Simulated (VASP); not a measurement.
# BN (Imm2) in VASP: notebook, part 2 of 2

VASP 6.6.1. Earlier steps stand in the parts before.

### Step 4. Single point, r2SCAN (all N atoms moved -0.250 Å, as atom 2 along Cartesian [0 1 0])

Contents of POSCAR:

```
BN
1.0
    0.0000000000      1.8130010000      1.8130010000
    1.8130010000      0.0000000000      1.8130010000
    1.8130010000      1.8130010000      0.0000000000
B N
1 1
Direct
    0.0000000000      0.0000000000      0.0000000000
    0.6810535405      0.8189464595      0.6810535405
```

Contents of INCAR.step1:

```
PREC = Accurate
ENCUT = 520
ISMEAR = 0
SIGMA = 0.05
LREAL = F
LASPH = T
NELM = 80
NBANDS = 11
GGA = PE
ALGO = Normal
EDIFF = 1E-4
LWAVE = T
LCHARG = F
```

Contents of INCAR.step2:

```
PREC = Accurate
ENCUT = 520
EDIFF = 1E-7
ISMEAR = 0
SIGMA = 0.05
LREAL = F
LASPH = T
NELM = 80
ALGO = Normal
ISIF = 2
LWAVE = F
LCHARG = T
METAGGA = R2SCAN
LMIXTAU = T
LELF = T
LVHAR = T
NBANDS = 11
ISTART = 1
```

Contents of KPOINTS:

```
Automatic mesh
0
Gamma
  12 12 12
```

Potentials or basis: VASP PAW PBE potentials, release 64 (B, N).

Started as:

```bash
cat potpaw_PBE.64/B/POTCAR potpaw_PBE.64/N/POTCAR > POTCAR
cp INCAR.step1 INCAR
mpirun -np 1 vasp_std > vasp.out
cp INCAR.step2 INCAR
mpirun -np 1 vasp_std > vasp.out
```

OUTCAR:

```text
PREC = Accurate
   ENCUT = 520
   EDIFF = 1E-7
   ISMEAR = 0
   LREAL = F
   LASPH = T
   NELM = 80
   ISIF = 2
   METAGGA = R2SCAN
   ISTART = 1

 ion  position               nearest neighbor table
   1  0.000  0.000  0.000-   2 1.44   2 1.44   2 1.73   2 1.73
   2  0.681  0.819  0.681-   1 1.44   1 1.44   1 1.73   1 1.73

  LATTYP: Found a face centered cubic cell.
 ALAT       =     3.6260020000

  Lattice vectors:

 A1 = (   0.0000000000,   1.8130010000,   1.8130010000)
 A2 = (   1.8130010000,   0.0000000000,   1.8130010000)
 A3 = (   1.8130010000,   1.8130010000,   0.0000000000)

Analysis of symmetry for initial positions (statically):
=====================================================================
 Subroutine PRICEL returns:
 Original cell was already a primitive cell.

 Routine SETGRP: Setting up the symmetry group for a
 face centered cubic supercell.

 Subroutine GETGRP returns: Found  4 space group operations
 (whereof  4 operations were pure point group operations)
 out of a pool of 48 trial point group operations.

The static configuration has the point symmetry C_2v.

Analysis of symmetry for dynamics (positions and initial velocities):
=====================================================================
 Subroutine PRICEL returns:
 Original cell was already a primitive cell.

 Routine SETGRP: Setting up the symmetry group for a
 face centered cubic supercell.

 Subroutine GETGRP returns: Found  4 space group operations
 (whereof  4 operations were pure point group operations)
 out of a pool of 48 trial point group operations.

The dynamic configuration has the point symmetry C_2v.

 Subroutine INISYM returns: Found  4 space group operations
 (whereof  4 operations are pure point group operations),
 and found     1 'primitive' translations

----------------------------------------------------------------------------------------

[... 118 lines left out ...]
   LHFCALC =     F    Hartree Fock is set to
   AEXX    =    0.0000 exact exchange contribution
   IVDW    =     0    specifies the selected vdW correction
   LEPSILON=     F    determine dielectric tensor
   LRPA    =     F    only Hartree local field effects (RPA)
 non-spin polarized calculation
 Gauss-broadening in eV      SIGMA  =   0.05
  energy-cutoff  :      520.00
  volume of cell :       11.92
 maximum number of plane-waves:       332
   NGX =  9   NGY =  9   NGZ =  9

 number of electron       8.0000000 magnetization

 Free energy of the ion-electron system (eV)
  ---------------------------------------------------
  ext. energy  EPLUGINS =         0.00000000
  ---------------------------------------------------
  free energy    TOTEN  =       -18.47958090 eV

  energy without entropy =      -18.47958090  energy(sigma->0) =      -18.47958090

 E-fermi :   8.6720     XC(G=0): -13.5861

 val. band max:        8.4684185404   @ k =   0.0000   0.0000   0.0000
 cond. band min:      11.3926704719   @ k =   0.5000   0.5000   0.0000
 fundamental gap:      2.9242519314
 Fermi energy:         8.6719701613

 k-point     1 :       0.0000    0.0000    0.0000
  band No.  band energies     occupation
      1     -14.0984      2.00000
      2       4.3768      2.00000
      3       7.6324      2.00000
      4       8.4684      2.00000
      5      15.8015      0.00000
      6      16.2149      0.00000
      7      18.2303      0.00000
      8      19.2665      0.00000
      9      32.5318      0.00000
     10      34.3072      0.00000
     11      35.6474      0.00000
[... 309 lines left out ...]
 k-point    24 :       0.3333    0.0833    0.0000
  band No.  band energies     occupation
      1     -11.8368      2.00000
      2      -0.9565      2.00000
      3       4.6413      2.00000
      4       6.9010      2.00000
      5      16.1159      0.00000
      6      17.1476      0.00000
      7      21.5149      0.00000
      8      23.8933      0.00000
      9      28.5939      0.00000
     10      32.5428      0.00000
     11      33.0941      0.00000

 [... further k-points ...]

------------------------ aborting loop because EDIFF is reached ----------------------------------------

  FORCE on cell =-STRESS in cart. coord.  units (eV):
  Direction    XX          YY          ZZ          XY          YZ          ZX
  --------------------------------------------------------------------------------------
  -------------------------------------------------------------------------------------
  Total        1.1218197      0.6222429      1.1218197      0.0000000      0.0000000     -0.1453554
  in kB      150.8028399     83.6462365    150.8028399      0.0000000      0.0000000    -19.5396862
  external PRESSURE =     128.4173054 kB  Pullay stress =       0.0000000 kB

 VOLUME and BASIS-vectors are now :
 -----------------------------------------------------------------------------
  energy-cutoff  :      520.00
  volume of cell :       11.92
      direct lattice vectors                 reciprocal lattice vectors
     0.000000000  1.813001000  1.813001000    -0.275785838  0.275785838  0.275785838
     1.813001000  0.000000000  1.813001000     0.275785838 -0.275785838  0.275785838
     1.813001000  1.813001000  0.000000000     0.275785838  0.275785838 -0.275785838

 POSITION                                       TOTAL-FORCE (eV/Angst)
 -----------------------------------------------------------------------------------
      0.00000      0.00000      0.00000         0.000000     -5.136904      0.000000
      2.71950      2.46950      2.71950         0.000000      5.136904      0.000000
 -----------------------------------------------------------------------------------
    total drift:                               -0.000000     -0.000033     -0.000000

  FREE ENERGIE OF THE ION-ELECTRON SYSTEM (eV)
  ---------------------------------------------------
  free  energy   TOTEN  =       -18.4795808969 eV

  energy  without entropy=      -18.4795808969  energy(sigma->0) =      -18.47958090
```

OSZICAR.step1:

```text
N       E                     dE             d eps       ncg     rms          rms(c)
DAV:   1     0.108980827158E+02    0.10898E+02   -0.50632E+03  6336   0.726E+02
DAV:   2    -0.173910493549E+02   -0.28289E+02   -0.27511E+02  7439   0.166E+02
DAV:   3    -0.179163860447E+02   -0.52534E+00   -0.52458E+00  7219   0.194E+01
DAV:   4    -0.179170160545E+02   -0.63001E-03   -0.63000E-03  6607   0.756E-01
DAV:   5    -0.179170166714E+02   -0.61693E-06   -0.61694E-06  6893   0.230E-02    0.726E+00
DAV:   6    -0.168522141087E+02    0.10648E+01   -0.37387E+00  6593   0.111E+01    0.339E+00
DAV:   7    -0.167763025407E+02    0.75912E-01   -0.12863E-01  6898   0.300E+00    0.203E+00
DAV:   8    -0.167602174300E+02    0.16085E-01   -0.40889E-02  6922   0.152E+00    0.205E-01
DAV:   9    -0.167603304205E+02   -0.11299E-03   -0.14176E-03  6499   0.323E-01    0.949E-02
DAV:  10    -0.167604148638E+02   -0.84443E-04   -0.17277E-04  6683   0.111E-01
   1 F= -.16760415E+02 E0= -.16760415E+02  d E =-.196170E-12
```

It took 3.1 min on 1 thread of Intel Xeon 8259CL, shared host; peak memory 0.15 GiB.

Results:

```
Free energy            : -18.4796 eV
Pressure               : 12.8 GPa
Largest force          : 5.137 eV/Å
Band gap on the k mesh : 2.92 eV (least direct gap 7.33 eV)
```

Forces on the atoms (eV/Å):
```
B    0.000 -5.137  0.000
N    0.000  5.137  0.000
```

Caveat: the cell differs from its parent crystal (all N atoms moved -0.250 Å, as atom 2 along Cartesian [0 1 0]); the cell stands under pressure; the PAW data sets were made with another functional, which shifts forces and pressure a little. A k mesh can miss the band edges.

### Step 5. Summary

| cell | gap on the mesh (eV) | pressure (GPa) | largest force (eV/Å) |
| --- | --- | --- | --- |
| as given, atomic positions A | 1.41 | 53.6 | 6.16 |
| as given, atomic positions B | 2.16 | 31.7 | 6.31 |
| as given, atomic positions C | 2.92 | 12.8 | 5.14 |

Alike in all rows: task single point; level r2SCAN; potentials or basis VASP PAW PBE potentials, release 64 (B, N); no spin polarisation; k mesh 12 × 12 × 12; cutoff (eV) 520; smearing gaussian 0.05 eV.

Caveats: the cell stands under pressure; the PAW data sets were made with another functional, which shifts forces and pressure a little.

Absolute energies hang on the potentials; compare differences alone.
